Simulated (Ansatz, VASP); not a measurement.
**W in VASP and in Ansatz**

File INCAR:

```
SYSTEM = W
ALGO = Normal
EDIFF = 1E-7
ENCUT = 520
ISIF = 2
ISMEAR = -1
LASPH = .True.
LCHARG = .True.
LELF = .True.
LREAL = .False.
LVHAR = .True.
LWAVE = .False.
NBANDS = 13
NELM = 60
PREC = Accurate
SIGMA = 0.1
```

Contents of KPOINTS:

```
k-points
0
Gamma
  2 2 2
  0 0 0
```

POSCAR

```
W
1.0
   -1.5676867250      1.5676867250      1.5676867250
    1.5676867250     -1.5676867250      1.5676867250
    1.5676867250      1.5676867250     -1.5676867250
W
1
Direct
    0.0000000000      0.0000000000      0.0000000000
```

Input for Ansatz:

```yaml
crystal:
  lattice:
    - [-1.567686725, 1.567686725, 1.567686725]
    - [1.567686725, -1.567686725, 1.567686725]
    - [1.567686725, 1.567686725, -1.567686725]
  atoms:
    - { symbol: W, position: [0.0, 0.0, 0.0] }
hamiltonian:
  xc: lda
  pseudopotentials:
    kind: paw
    azcp:
      W: "pseudopotentials/W.paw.azcp"
basis:
  ecutwfc: 420
  fft_grid_basis: typed
kpoints:
  mp_grid: { grid: [2, 2, 2], shift: [0, 0, 0] }
magnetization:
  spin_polarized: false
scf:
  occupations: { method: fermi_dirac, width: 0.1 }
  lower_state_search: "off"
output:
  stress: true
  write_density: true
  write_potential: true
  elf: true
  volumetric_format: npy
```

Alike in both runs: task single point; functional LDA; k mesh 2 × 2 × 2; occupations fermi-dirac, width 0.1 eV; no spin polarisation.

```csv
,VASP,Ansatz
version,VASP 6.6.1,Ansatz 0.2.0
potentials or method,"VASP PAW LDA potentials, release 64 (W_sv), cutoff 520 eV","plane waves (420 eV) with PAW, scalar-relativistic"
valence electrons in the cell,14,14
```

|  | VASP | Ansatz | Ansatz less VASP |
| --- | --- | --- | --- |
| pressure (GPa) | 17.8 | 15.5 | -2.37 |

Ansatz warns that its potentials were made for another functional, while VASP's fit it. LDA's correlation is that of Perdew and Zunger in VASP and of Perdew and Wang (1992) in Ansatz.

The k mesh is coarse, so the values compare programs but aren't converged. Spin-orbit coupling is off throughout.
